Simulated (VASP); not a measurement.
The system is Hf.

```
Hf
1.0
     0.00000    2.15843    2.15843
     2.15843    0.00000    2.15843
     2.15843    2.15843    0.00000
Hf
1
Direct
  0.00000 0.00000 0.00000
```

```yaml
Program: VASP 6.6.1
Task: relaxation of cell and atoms
Functional: PBEsol
Potentials_or_basis: VASP PAW PBE potentials, release 64 (Hf_pv)
Cutoff: 600 eV
k_mesh: 16 × 16 × 16
Occupations: gaussian, width 0.1 eV
Spin: no spin polarisation
```

At the start: pressure 8.0 GPa; volume 20.11 Å³/atom.

Question: Where does the relaxation end?

Answer: Over 4 steps the energy falls by 32.5 meV/atom and the volume is 21.47 Å³/atom (+6.7 %); space group Fm-3m (No. 225, to 0.05 Å).

The path:
| step | energy change (eV) | largest force (eV/Å) | pressure (GPa) | volume (Å³) |
| --- | --- | --- | --- | --- |
| 1 | 0.0000 | 0.0000 | 8.04 | 20.11 |
| 2 | 0.0090 | 0.0000 | -7.30 | 23.19 |
| 3 | -0.0325 | 0.0000 | -0.11 | 21.50 |
| 4 | -0.0325 | 0.0000 | 0.02 | 21.47 |

Final structure:
```yaml
crystal:
  lattice:
    - [0.00000, 2.20591, 2.20591]
    - [2.20591, 0.00000, 2.20591]
    - [2.20591, 2.20591, 0.00000]
  atoms:
    - { symbol: Hf, position: [0.00000, 0.00000, 0.00000] }
```

Caveat: the PAW data sets were made with another functional, which shifts forces and pressure a little.
